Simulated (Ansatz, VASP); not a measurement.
**One calculation of Al, two programs**

```
CELL_PARAMETERS angstrom
3.00930 0.00000 0.00000
-1.50465 2.60613 0.00000
0.00000 0.00000 4.86090
ATOMIC_POSITIONS crystal
Al 0.66667 0.33333 0.75000
Al 0.33333 0.66667 0.25000
```

Alike in both runs: task single point; functional PBEsol; k mesh 18 × 18 × 10; occupations gaussian, width 0.15 eV; no spin polarisation.

```csv
,VASP,Ansatz
version,VASP 6.6.1,Ansatz 0.2.0
potentials or method,"VASP PAW PBE potentials, release 64 (Al), cutoff 520 eV","scalar-relativistic, plane waves, PAW"
valence electrons in the cell,6,6
```

|  | VASP | Ansatz | Ansatz less VASP |
| --- | --- | --- | --- |
| gap on the k mesh at the Fermi level (eV) | none | none | - |
| pressure (GPa) | -8.6 | -8.6 | -0.04 |
| traceless stress, the component that is largest in VASP (GPa) | 0.24 | 0.24 | -0.003 |

VASP's potentials were made for PBE, not for PBEsol, and Ansatz warns of the same on its side. A gap of «none» marks a metal or a gap that the smearing closes. With one functional, cell and mesh, what is left measures potentials, basis and numerics.
